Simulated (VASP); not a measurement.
# TiSb (P6_3/mmc) in VASP: notebook, part 2 of 2

VASP 6.6.1.

## Step 4: Electric field gradients, LDA (22.45 Å³/atom)

This run uses another cell than the first one, of 22.45 Å³/atom.

The input, INCAR:

```
ALGO = Normal
EDIFF = 1E-8
ENCUT = 520
GGA = CA
ISIF = 2
ISMEAR = -1
LASPH = True
LCHARG = False
LEFG = True
LREAL = False
LWAVE = False
NBANDS = 25
NELM = 80
PREC = Accurate
SIGMA = 0.03
```

The input, KPOINTS:

```
k-points
0
Gamma
  12 12 7
```

The input, POSCAR:

```
TiSb
1.0
    4.0757593669      0.0000000000      0.0000000000
   -2.0378796835      3.5297111514      0.0000000000
    0.0000000000      0.0000000000      6.2414269172
Ti Sb
2 2
Direct
    0.0000000000      0.0000000000      0.0000000000
    0.0000000000      0.0000000000      0.5000000000
    0.3333333333      0.6666666667      0.2500000000
    0.6666666667      0.3333333333      0.7500000000
```

Potentials or basis: VASP PAW LDA potentials, release 64 (Ti_sv, Sb).

On the command line:

```sh
> cat potpaw_LDA.64/Ti_sv/POTCAR potpaw_LDA.64/Sb/POTCAR > POTCAR
> mpirun -np 1 vasp_std > vasp.out
```

OUTCAR:

```text
EDIFF = 1E-8
   ENCUT = 520
   GGA = CA
   ISIF = 2
   ISMEAR = -1
   LASPH = True
   LREAL = False
   NELM = 80
   PREC = Accurate

 ion  position               nearest neighbor table
   1  0.000  0.000  0.000-   3 2.82   4 2.82   3 2.82   4 2.82   4 2.82   3 2.82
   2  0.000  0.000  0.500-   3 2.82   4 2.82   3 2.82   4 2.82   4 2.82   3 2.82
   3  0.333  0.667  0.250-   1 2.82   2 2.82   1 2.82   2 2.82   1 2.82   2 2.82
   4  0.667  0.333  0.750-   1 2.82   2 2.82   1 2.82   2 2.82   1 2.82   2 2.82

  LATTYP: Found a hexagonal cell.
 ALAT       =     4.0757593669
 C/A-ratio  =     1.5313531431

  Lattice vectors:

 A1 = (   4.0757593669,   0.0000000000,   0.0000000000)
[... 899 lines left out ...]
 ion       V_xx      V_yy      V_zz      V_xy      V_xz      V_yz
---------------------------------------------------------------------
   1      26.691    26.693   -53.383     0.002    -0.000     0.000
   2      26.691    26.693   -53.383     0.002     0.000    -0.000
   3     -15.753   -15.753    31.506    -0.000    -0.000    -0.000
   4     -15.753   -15.753    31.506    -0.000    -0.000    -0.000
---------------------------------------------------------------------

 Electric field gradients after diagonalization (V/A^2)
 (convention: |V_zz| > |V_xx| > |V_yy|)
----------------------------------------------------------------------
 ion       V_xx      V_yy      V_zz     asymmetry (V_yy - V_xx)/ V_zz
----------------------------------------------------------------------
   1      26.694    26.690   -53.383       0.000
   2      26.694    26.690   -53.383       0.000
   3     -15.753   -15.753    31.506       0.000
   4     -15.753   -15.753    31.506       0.000
----------------------------------------------------------------------

           NMR quadrupolar parameters

 Cq : quadrupolar parameter    Cq=e*Q*V_zz/h
 eta: asymmetry parameters     (V_yy - V_xx)/ V_zz
 Q  : nuclear electric quadrupole moment in mb (millibarn)
----------------------------------------------------------------------
 ion       Cq(MHz)       eta       Q (mb)
----------------------------------------------------------------------
   1      -0.129       0.000       1.000
   2      -0.129       0.000       1.000
   3       0.076       0.000       1.000
   4       0.076       0.000       1.000
----------------------------------------------------------------------
```

It took 2 min on 1 thread of Intel Xeon Platinum 8488C (Sapphire Rapids), shared host; peak memory 0.27 GiB.

Results:

| Quantity | Value |
| --- | --- |
| Free energy | -28.7061 eV |
| Pressure | -6.8 GPa |
| Band gap on the k mesh | zero (bands 17 and 18 overlap by 0.49 eV) |
| Largest electric field gradient by atom | Ti -53.4; Sb +31.5 V/Å² |

Electric field gradients, principal values (V/Å²):
| atom | least | middle | greatest (by size) |
| --- | --- | --- | --- |
| 1 Ti | 26.690 | 26.694 | -53.383 |
| 2 Ti | 26.690 | 26.694 | -53.383 |
| 3 Sb | -15.753 | -15.753 | 31.506 |
| 4 Sb | -15.753 | -15.753 | 31.506 |

Caveat: the cell stands under tension; without QUAD_EFG the Cq values of the log hold for a quadrupole moment of 1 mb, not for the nuclei; spin-orbit coupling is left out, which moves the levels of the heavy elements.

## Step 5: Electric field gradients, LDA (23.13 Å³/atom)

This run uses another cell than the first one, of 23.13 Å³/atom.

The input, INCAR:

```
SYSTEM = TiSb
PREC     = Accurate       ! precision mode
ENCUT    = 520            ! plane-wave cutoff, eV
EDIFF    = 1E-8           ! SCF threshold, eV
ISMEAR   = -1             ! smearing method
SIGMA    = 0.03           ! smearing width, eV
LREAL    = .FALSE.        ! projectors in reciprocal space
LASPH    = .TRUE.         ! aspherical terms in the spheres
NELM     = 80             ! most SCF steps
ALGO     = Normal         ! electronic algorithm
ISIF     = 2              ! what is computed and relaxed
LWAVE    = .FALSE.        ! write WAVECAR
LCHARG   = .FALSE.        ! write CHGCAR
LEFG     = .TRUE.       
NBANDS   = 25             ! bands
```

The input, KPOINTS:

```
Automatic mesh
0
G
  12 12 7
  0 0 0
```

The input, POSCAR:

```
TiSb
1.0
    4.1169314400      0.0000000000      0.0000000000
   -2.0584657201      3.5653672127      0.0000000000
    0.0000000000      0.0000000000      6.3044759009
Ti Sb
2 2
Direct
    0.0000000000      0.0000000000      0.0000000000
    0.0000000000      0.0000000000      0.5000000000
    0.3333333333      0.6666666667      0.2500000000
    0.6666666667      0.3333333333      0.7500000000
```

Potentials or basis: VASP PAW LDA potentials, release 64 (Ti_sv, Sb).

On the command line:

```sh
> cat potpaw_LDA.64/Ti_sv/POTCAR potpaw_LDA.64/Sb/POTCAR > POTCAR
> mpirun -np 1 vasp_std > vasp.out
```

OUTCAR:

```text
SYSTEM = TiSb
   PREC = Accurate
   ENCUT = 520
   EDIFF = 1E-8
   ISMEAR = -1
   LREAL = .FALSE.
   LASPH = .TRUE.
   NELM = 80
   ISIF = 2

 ion  position               nearest neighbor table
   1  0.000  0.000  0.000-   3 2.85   4 2.85   4 2.85   3 2.85   4 2.85   3 2.85
   2  0.000  0.000  0.500-   3 2.85   4 2.85   4 2.85   3 2.85   4 2.85   3 2.85
   3  0.333  0.667  0.250-   1 2.85   2 2.85   1 2.85   2 2.85   1 2.85   2 2.85
   4  0.667  0.333  0.750-   1 2.85   2 2.85   1 2.85   2 2.85   1 2.85   2 2.85

  LATTYP: Found a hexagonal cell.
 ALAT       =     4.1169314400
 C/A-ratio  =     1.5313531432

  Lattice vectors:

 A1 = (   4.1169314400,   0.0000000000,   0.0000000000)
 A2 = (  -2.0584657201,   3.5653672127,   0.0000000000)
 A3 = (   0.0000000000,   0.0000000000,   6.3044759009)

Analysis of symmetry for initial positions (statically):
[... 881 lines left out ...]
      0.00000      0.00000      0.00000        -0.000000     -0.000000      0.000000
      0.00000      0.00000      3.15224        -0.000000     -0.000000      0.000000
     -0.00000      2.37691      1.57612         0.000000      0.000000      0.000000
      2.05847      1.18846      4.72836        -0.000000      0.000000      0.000000
 -----------------------------------------------------------------------------------
    total drift:                                0.000000     -0.000000      0.000000

  FREE ENERGIE OF THE ION-ELECTRON SYSTEM (eV)
  ---------------------------------------------------
  free  energy   TOTEN  =       -28.5709975460 eV

  energy  without entropy=      -28.5588627786  energy(sigma->0) =      -28.56493016

 Electric field gradients (V/A^2)
---------------------------------------------------------------------
 ion       V_xx      V_yy      V_zz      V_xy      V_xz      V_yz
---------------------------------------------------------------------
   1      25.542    25.541   -51.083    -0.001     0.000    -0.000
   2      25.542    25.541   -51.083    -0.001    -0.000     0.000
   3     -14.553   -14.553    29.105    -0.000     0.000    -0.000
   4     -14.553   -14.553    29.105    -0.000     0.000     0.000
---------------------------------------------------------------------

 Electric field gradients after diagonalization (V/A^2)
 (convention: |V_zz| > |V_xx| > |V_yy|)
----------------------------------------------------------------------
 ion       V_xx      V_yy      V_zz     asymmetry (V_yy - V_xx)/ V_zz
----------------------------------------------------------------------
   1      25.543    25.541   -51.083       0.000
   2      25.543    25.541   -51.083       0.000
   3     -14.553   -14.553    29.105       0.000
   4     -14.553   -14.553    29.105       0.000
----------------------------------------------------------------------

           NMR quadrupolar parameters

 Cq : quadrupolar parameter    Cq=e*Q*V_zz/h
 eta: asymmetry parameters     (V_yy - V_xx)/ V_zz
 Q  : nuclear electric quadrupole moment in mb (millibarn)
----------------------------------------------------------------------
 ion       Cq(MHz)       eta       Q (mb)
----------------------------------------------------------------------
   1      -0.124       0.000       1.000
   2      -0.124       0.000       1.000
   3       0.070       0.000       1.000
   4       0.070       0.000       1.000
----------------------------------------------------------------------
```

Run time: 1.7 min. Hardware: 1 thread of Intel Xeon Platinum 8488C (Sapphire Rapids), shared host; peak memory 0.29 GiB.

What came out:

| Item | Value |
| --- | --- |
| Free energy | -28.5710 eV |
| Pressure | -8.9 GPa |
| Band gap on the k mesh | zero (bands 17 and 18 overlap by 0.47 eV) |
| Largest electric field gradient by atom | Ti -51.1; Sb +29.1 V/Å² |

Stress tensor (GPa, compression positive):
```
-8.73  0.00  0.00
 0.00 -8.73  0.00
 0.00  0.00 -9.35
```

Electric field gradients, principal values (V/Å²):
```tsv
atom	least	middle	greatest (by size)
1 Ti	25.541	25.543	-51.083
2 Ti	25.541	25.543	-51.083
3 Sb	-14.553	-14.553	29.105
4 Sb	-14.553	-14.553	29.105
```

Caveat: the cell stands under tension; without QUAD_EFG the Cq values of the log hold for a quadrupole moment of 1 mb, not for the nuclei; spin-orbit coupling is left out, which moves the levels of the heavy elements.

## Step 6: The runs side by side

| cell | gap on the mesh (eV) | pressure (GPa) |
| --- | --- | --- |
| a = 4.020, b = 4.020, c = 6.155 Å, angles 90.0, 90.0, 120.0°, 4 atoms | none | -3.3 |
| a = 4.076, b = 4.076, c = 6.241 Å, angles 90.0, 90.0, 120.0°, 4 atoms | none | -6.8 |
| a = 4.117, b = 4.117, c = 6.304 Å, angles 90.0, 90.0, 120.0°, 4 atoms | none | -8.9 |

Alike in all rows: task electric field gradients; level LDA; potentials or basis VASP PAW LDA potentials, release 64 (Ti_sv, Sb); no spin polarisation; k mesh 12 × 12 × 7; cutoff (eV) 520; smearing fermi-dirac 0.03 eV.

Caveats: the cell stands under tension; spin-orbit coupling is left out, which moves the levels of the heavy elements.

Total energies depend on the potentials used, so only differences within one code and one set of settings carry meaning.
